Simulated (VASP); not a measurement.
# GaN (Fm-3m) in VASP: settings compared

The runs below take GaN through relaxation of cell and atoms, with PBEsol+D4, RPBE+D3(BJ).

Program: VASP 6.6.1. These are calculated values, not measurements. Logs are shortened: lines on timing, memory, paths and dates and some standing lists are left out, and cuts for length are marked.

## Step 1: The cell of the first run

Symmetry: Fm-3m, No. 225, cubic system. The conventional cell has a = 4.270 Å, b = 4.270 Å, c = 4.270 Å, α = 90.00°, β = 90.00°, γ = 90.00°. Ga (site symmetry m-3m) has 6 N at 2.14 Å within 2.8 Å. Within 2.8 Å of N (site symmetry m-3m) lie 6 Ga at 2.14 Å.

## Step 2: Relaxation of cell and atoms, PBEsol+D4

Contents of INCAR:

```
SYSTEM = GaN
PREC = Accurate ; ENCUT = 600
EDIFF = 1E-6 ; ISMEAR = -1
SIGMA = 0.05 ; LREAL = .False.
LASPH = .True. ; NELM = 80
ALGO = Normal ; ISIF = 3
LWAVE = .False. ; LCHARG = .False.
GGA = PS ; IVDW = 13
IBRION = 2 ; NSW = 60
EDIFFG = -0.01
```

Contents of KPOINTS:

```
regular mesh
0
Gamma
  11 11 11
  0 0 0
```

Contents of POSCAR:

```
GaN
1.0
    0.0000000000      2.1352350000      2.1352350000
    2.1352350000      0.0000000000      2.1352350000
    2.1352350000      2.1352350000      0.0000000000
Ga N
1 1
Direct
    0.0000000000      0.0000000000      0.0000000000
    0.5000000000      0.5000000000      0.5000000000
```

Potentials or basis: VASP PAW PBE potentials, release 64 (Ga_d, N).

Launch:

```bash
$ cat potpaw_PBE.64/Ga_d/POTCAR potpaw_PBE.64/N/POTCAR > POTCAR
$ mpirun -np 1 vasp_std > vasp.out
```

OUTCAR:

```text
SYSTEM = GaN
   PREC = Accurate
   ENCUT = 600
   EDIFF = 1E-6
   ISMEAR = -1
   LREAL = .False.
   LASPH = .True.
   NELM = 80
   ISIF = 3
   GGA = PS
   IVDW = 13
   IBRION = 2
   NSW = 60
   EDIFFG = -0.01

 ion  position               nearest neighbor table
   1  0.000  0.000  0.000-   2 2.14   2 2.14   2 2.14   2 2.14   2 2.14   2 2.14
   2  0.500  0.500  0.500-   1 2.14   1 2.14   1 2.14   1 2.14   1 2.14   1 2.14

  LATTYP: Found a face centered cubic cell.
 ALAT       =     4.2704700000

  Lattice vectors:

 A1 = (   0.0000000000,   2.1352350000,   2.1352350000)
 A2 = (   2.1352350000,   0.0000000000,   2.1352350000)
 A3 = (   2.1352350000,   2.1352350000,   0.0000000000)

Analysis of symmetry for initial positions (statically):
=====================================================================
 Subroutine PRICEL returns:
 Original cell was already a primitive cell.

 Routine SETGRP: Setting up the symmetry group for a
 face centered cubic supercell.

 Subroutine GETGRP returns: Found 48 space group operations
 (whereof 48 operations were pure point group operations)
 out of a pool of 48 trial point group operations.

The static configuration has the point symmetry O_h .

Analysis of symmetry for dynamics (positions and initial velocities):
=====================================================================
 Subroutine PRICEL returns:
 Original cell was already a primitive cell.

 Routine SETGRP: Setting up the symmetry group for a
 face centered cubic supercell.

 Subroutine GETGRP returns: Found 48 space group operations
 (whereof 48 operations were pure point group operations)
 out of a pool of 48 trial point group operations.

The dynamic configuration has the point symmetry O_h .

 Subroutine INISYM returns: Found 48 space group operations
 (whereof 48 operations are pure point group operations),
 and found     1 'primitive' translations

----------------------------------------------------------------------------------------

                                     Primitive cell

  volume of cell :      19.4700

  direct lattice vectors                    reciprocal lattice vectors
     0.000000000  2.135235000  2.135235000    -0.234166263  0.234166263  0.234166263
     2.135235000  0.000000000  2.135235000     0.234166263 -0.234166263  0.234166263
     2.135235000  2.135235000  0.000000000     0.234166263  0.234166263 -0.234166263

  length of vectors
     3.019678296  3.019678296  3.019678296     0.405587864  0.405587864  0.405587864

  position of ions in fractional coordinates (direct lattice)
     0.000000000  0.000000000  0.000000000
     0.500000000  0.500000000  0.500000000

  ion indices of the primitive-cell ions
   primitive index   ion index
                 1           1
                 2           2

[... 70 lines left out ...]
   NELM   =     80;   NELMIN=  2; NELMDL= -5     # of ELM steps
   EDIFF  = 0.1E-05   stopping-criterion for ELM
   LREAL  =      F    real-space projection
   EDIFFG = -.1E-01   stopping-criterion for IOM
   NSW    =     60    number of steps for IOM
   IBRION =      2    ionic relax: 0-MD 1-quasi-New 2-CG
   NFREE  =      1    steps in history (QN), initial steepest desc. (CG)
   ISIF   =      3    stress and relaxation
   ISYM   =      2    0-nonsym 1-usesym 2-fastsym
   POTIM  = 0.5000    time-step for ionic-motion
   TEBEG  =    0.0;   TEEND  =   0.0 temperature during run
   PSTRESS=    0.0 pullay stress
   NELECT =      18.0000    total number of electrons
   NUPDOWN=      -1.0000    fix difference up-down
   EMIN   =  10.00;   EMAX   =-10.00  energy-range for DOS
   EFERMI =   0.00;   METHOD = LEGACY
   ISMEAR =    -1;   SIGMA  =   0.05  broadening in eV -4-tet -1-fermi 0-gaus
   EFERMI_NEDOS =   21; number of points for ismear=-14 and -15
   IALGO  =     38    algorithm
   IMIX   =      4    mixing-type and parameters
     AMIX     =   0.40;   BMIX     =  1.00
     AMIX_MAG =   1.60;   BMIX_MAG =  1.00
  volume/ion in A,a.u.               =       9.74        65.70
  Fermi-wavevector in a.u.,A,eV,Ry     =   1.594814  3.013761 34.605481  2.543431
  Thomas-Fermi vector in A             =   2.692830
   LORBIT       =      0    0 simple, 1 ext, 2 COOP (PROOUT), +10 PAW based schemes
   GGA     = PS    functional components
   LHFCALC =     F    Hartree Fock is set to
   AEXX    =    0.0000 exact exchange contribution
   IVDW    =    13    specifies the selected vdW correction
   LEPSILON=     F    determine dielectric tensor
   LRPA    =     F    only Hartree local field effects (RPA)
 conjugate gradient relaxation of ions
 non-spin polarized calculation
  energy-cutoff  :      600.00
  volume of cell :       19.47
 maximum number of plane-waves:       662
   NGX = 13   NGY = 13   NGZ = 13

--------------------------------------- Ionic step        1  -------------------------------------------

 number of electron      18.0000005 magnetization

 Free energy of the ion-electron system (eV)
  ---------------------------------------------------
  ext. energy  EPLUGINS =         0.00000000
  ---------------------------------------------------
  free energy    TOTEN  =       -12.24723384 eV

  energy without entropy =      -12.24712577  energy(sigma->0) =      -12.24717981

------------------------ aborting loop because EDIFF is reached ----------------------------------------

  DFT-D4 for vdW energy calculation

  Edisp (eV):   -0.51864
[... 191 lines left out ...]
--------------------------------------- Ionic step        6  -------------------------------------------

 number of electron      18.0000004 magnetization

 Free energy of the ion-electron system (eV)
  ---------------------------------------------------
  ext. energy  EPLUGINS =         0.00000000
  ---------------------------------------------------
  free energy    TOTEN  =       -12.25843456 eV

  energy without entropy =      -12.25842841  energy(sigma->0) =      -12.25843149

 E-fermi :   8.4959     XC(G=0): -13.4076

 val. band max:        8.0649508519   @ k =  -0.1818   0.1818   0.0000
 cond. band min:       8.8572085148   @ k =   0.4545   0.4545   0.0000
 fundamental gap:      0.7922576629
 Fermi energy:         8.4959304251

 k-point     1 :       0.0000    0.0000    0.0000
  band No.  band energies     occupation
      1      -9.4909      2.00000
      2      -5.8730      2.00000
      3      -5.8730      2.00000
      4      -5.8730      2.00000
      5      -5.7706      2.00000
      6      -5.7706      2.00000
      7       7.5074      2.00000
      8       7.5074      2.00000
      9       7.5074      2.00000
     10      10.5469      0.00000
     11      22.7908      0.00000
     12      22.7908      0.00000
     13      22.7908      0.00000
[... 354 lines left out ...]
  band No.  band energies     occupation
      1      -7.9246      2.00000
      2      -5.9512      2.00000
      3      -5.9383      2.00000
      4      -5.9184      2.00000
      5      -5.7740      2.00000
      6      -5.5591      2.00000
      7       3.1344      2.00000
      8       5.6186      2.00000
      9       8.0650      1.99964
     10      14.3398      0.00000
     11      16.8054      0.00000
     12      17.9800      0.00000
     13      18.8313      0.00000

 [... further k-points ...]

------------------------ aborting loop because EDIFF is reached ----------------------------------------

  DFT-D4 for vdW energy calculation

  Edisp (eV):   -0.54536
[... 25 lines left out ...]
  FREE ENERGIE OF THE ION-ELECTRON SYSTEM (eV)
  ---------------------------------------------------
  free  energy   TOTEN  =       -12.8037896743 eV

  energy  without entropy=      -12.8037835199  energy(sigma->0) =      -12.80378660

 reached required accuracy - stopping structural energy minimisation
```

It took 45 s on 1 thread of Intel Xeon 6455B, shared host; peak memory 0.16 GiB.

What came out:

```yaml
Free_energy: -12.8038 eV
Relaxed_volume: 9.23 Å³/atom
Relaxed_cell: a = 2.967 Å, b = 2.967 Å, c = 2.967 Å, α = 60.00°, β = 60.00°, γ = 60.00°
Space_group_after_relaxing_to_0.1_Å: Fm-3m (No. 225)
Energy_gained_by_relaxing: 19.0 meV/atom
Ionic_steps: 6
Pressure_after_relaxing: 0.0 GPa
Band_gap_on_the_k_mesh: 0.79 eV (least direct gap 3.04 eV)
Dispersion_energy_per_atom: -0.273 eV
```

The path:
| step | energy change (eV) | largest force (eV/Å) | pressure (GPa) | volume (Å³) |
| --- | --- | --- | --- | --- |
| 1 | 0.0000 | 0.0000 | -11.52 | 19.47 |
| 2 | -0.0011 | 0.0000 | 13.94 | 17.56 |
| 3 | -0.0379 | 0.0000 | -0.34 | 18.47 |
| 4 | -0.0379 | 0.0000 | 0.25 | 18.45 |
| 5 | -0.0379 | 0.0000 | -0.33 | 18.48 |
| 6 | -0.0379 | 0.0000 | 0.05 | 18.46 |

Final structure:
```
Ga N
1.0
     0.00000    2.09768    2.09768
     2.09768    0.00000    2.09768
     2.09768    2.09768    0.00000
Ga N
1 1
Cartesian
  0.0000 0.0000 0.0000
  2.0977 2.0977 2.0977
```

Caveat: the PAW data sets were made with another functional, which shifts forces and pressure a little; an odd mesh through Γ misses points on the zone boundary, where band edges can lie.

## Step 3: Relaxation of cell and atoms, RPBE+D3(BJ)

Contents of INCAR:

```
SYSTEM = GaN
ALGO = Normal
EDIFF = 1E-6
EDIFFG = -0.01
ENCUT = 600
GGA = RP
IBRION = 2
ISIF = 3
ISMEAR = -1
IVDW = 12
LASPH = .True.
LCHARG = .False.
LREAL = .False.
LWAVE = .False.
NELM = 60
NSW = 60
PREC = Accurate
SIGMA = 0.05
```

Contents of KPOINTS:

```
k-points
0
Gamma
  11 11 11
  0 0 0
```

POSCAR is that of step 2.

Potentials or basis: VASP PAW PBE potentials, release 64 (Ga_d, N).

Launch:

```bash
$ cat potpaw_PBE.64/Ga_d/POTCAR potpaw_PBE.64/N/POTCAR > POTCAR
$ mpirun -np 1 vasp_std > vasp.out
```

It took 46 s on 1 thread of Intel Xeon 6455B, shared host; peak memory 0.17 GiB.

The run converged. Its results:

| Quantity | Value |
| --- | --- |
| Free energy | -13.2904 eV |
| Relaxed volume | 8.88 Å³/atom |
| Relaxed cell | a = 2.928 Å, b = 2.928 Å, c = 2.928 Å, α = 60.00°, β = 60.00°, γ = 60.00° |
| Space group after relaxing (to 0.1 Å) | Fm-3m (No. 225) |
| Energy gained by relaxing | 59.8 meV/atom |
| Ionic steps | 6 |
| Pressure after relaxing | 0.0 GPa |
| Band gap on the k mesh | 1.23 eV (least direct gap 3.56 eV) |
| Dispersion energy per atom | -1.559 eV |

The path:
```tsv
step	energy change (eV)	largest force (eV/Å)	pressure (GPa)	volume (Å³)
1	0.0000	0.0000	-20.51	19.47
2	0.0243	0.0000	31.38	16.17
3	-0.1195	0.0000	-0.79	17.79
4	-0.1195	0.0000	0.23	17.74
5	-0.1195	0.0000	-0.23	17.77
6	-0.1195	0.0000	0.03	17.76
```

Final structure:
```cif
data_structure
_symmetry_space_group_name_H-M 'P 1'
_symmetry_Int_Tables_number 1
_cell_length_a 2.9283
_cell_length_b 2.9283
_cell_length_c 2.9283
_cell_angle_alpha 60.000
_cell_angle_beta 60.000
_cell_angle_gamma 60.000
_cell_volume 17.76
loop_
_atom_site_label
_atom_site_type_symbol
_atom_site_fract_x
_atom_site_fract_y
_atom_site_fract_z
_atom_site_occupancy
Ga1 Ga 0.00000 0.00000 0.00000 1
N1 N 0.50000 0.50000 0.50000 1
```

Levels at points of the mesh, in eV from the valence-band top:
```tsv
k point	band 5	band 6	band 7	band 8	band 9	band 10	band 11	band 12	band 13
(0.00, 0.00, 0.00)	-13.87	-13.87	-0.58	-0.58	-0.58	2.98	15.07	15.07	15.07
```

Caveat: the PAW data sets were made with another functional, which shifts forces and pressure a little; an odd mesh through Γ misses points on the zone boundary, where band edges can lie.
